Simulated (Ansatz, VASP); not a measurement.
**Al2Au: VASP beside Ansatz**

Contents of INCAR:

```
PREC     = Accurate       # precision mode
ENCUT    = 400            # plane-wave cutoff, eV
EDIFF    = 1E-8           # SCF threshold, eV
ISMEAR   = -1             # smearing method
SIGMA    = 0.05           # smearing width, eV
LREAL    = False          # projectors in reciprocal space
LASPH    = True           # aspherical terms in the spheres
NELM     = 120            # most SCF steps
ALGO     = Normal         # electronic algorithm
ISIF     = 2              # what is computed and relaxed
LWAVE    = False          # write WAVECAR
LCHARG   = False          # write CHGCAR
LEFG     = True         
NBANDS   = 16             # bands
GGA_COMPAT= False
```

KPOINTS

```
regular mesh
0
Gamma
  11 11 11
```

POSCAR

```
Al2Au
1.0
    0.0000000000      2.9899664802      2.9899664802
    2.9899664802      0.0000000000      2.9899664802
    2.9899664802      2.9899664802      0.0000000000
Al Au
2 1
Direct
    0.2500000000      0.2500000000      0.2500000000
    0.7500000000      0.7500000000      0.7500000000
    0.0000000000      0.0000000000      0.0000000000
```

Input for Ansatz:

```yaml
crystal:
  lattice:
    - [0.0, 2.9899664802, 2.9899664802]
    - [2.9899664802, 0.0, 2.9899664802]
    - [2.9899664802, 2.9899664802, 0.0]
  atoms:
    - { symbol: Al, position: [0.25, 0.25, 0.25] }
    - { symbol: Al, position: [0.75, 0.75, 0.75] }
    - { symbol: Au, position: [0.0, 0.0, 0.0] }
kpoints:
  mp_grid: { grid: [11, 11, 11] }
scf:
  occupations: { method: fermi_dirac, width: 0.05 }
hamiltonian:
  xc: lda
  pseudopotentials: { kind: all_electron, datasets: crystal }
output:
  forces: true
  stress: true
  eigenvalues: true
  efg: { contact_densities: true }
```

Change from the starting cell: volume scaled by 0.99, crystal datasets.

Alike in both runs: task electric field gradients; functional LDA; k mesh 11 × 11 × 11; occupations fermi-dirac, width 0.05 eV; no spin polarisation.

```csv
,VASP,Ansatz
version,VASP 6.6.1,Ansatz 0.2.0
potentials or method,"VASP PAW LDA potentials, release 64 (Al, Au), cutoff 400 eV","all-electron PAW with datasets made for the crystal, scalar-relativistic"
```

|  | VASP | Ansatz | Ansatz less VASP |
| --- | --- | --- | --- |
| pressure (GPa) | -1.2 | -1.4 | -0.22 |

LDA's correlation is that of Perdew and Zunger in VASP and of Perdew and Wang (1992) in Ansatz. Ansatz ran all-electron here, and VASP with PAW potentials.

Spin-orbit coupling is off throughout.
